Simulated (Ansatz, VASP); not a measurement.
# Two plane-wave programs on SrTiO3

```xyz
5
Lattice="3.8914 0.0000 0.0000 0.0000 3.8914 0.0000 0.0000 0.0000 3.8914" Properties=species:S:1:pos:R:3 pbc="T T T"
Sr   -0.0831    0.0000    0.0000
Ti    2.1472    1.9457    1.9457
O    -0.0548    1.9457    1.9457
O     1.8993    0.0000    1.9457
O     1.8993    1.9457    0.0000
```

Change from the starting cell: mode 1 frozen in at -0.093 Å and mode 7 at +0.149 Å (largest displacements).

Alike in both runs: task single point; functional PBEsol; k mesh 8 × 8 × 8; occupations gaussian, width 0.05 eV; no spin polarisation.

|  | VASP | Ansatz |
| --- | --- | --- |
| version | VASP 6.6.1 | Ansatz 0.2.0 |
| potentials or method | VASP PAW PBE potentials, release 64 (Sr_sv, Ti_sv, O), cutoff 520 eV | scalar-relativistic, plane waves, PAW |
| valence electrons in the cell | 40 | 40 |

Ansatz gave:

* gap on the k mesh at the Fermi level (eV): 1.92
* least direct gap on the mesh (eV): 2.60
* pressure (GPa): 5.2
* traceless stress, the component that is largest in VASP (GPa): 8.29
* rms of the force components (eV/Å): 1.169

Estimate VASP's values.

gap on the k mesh at the Fermi level (eV): 1.87; least direct gap on the mesh (eV): 2.57; pressure (GPa): 6.0; traceless stress, the component that is largest in VASP (GPa): 8.60; rms of the force components (eV/Å): 1.228.

VASP's potentials were made for PBE, not for PBEsol, and Ansatz warns of the same on its side. Atom by atom the forces differ by 0.060 eV/Å (rms over components). The functional is the same, so the differences come from potentials, cutoffs and numerics.
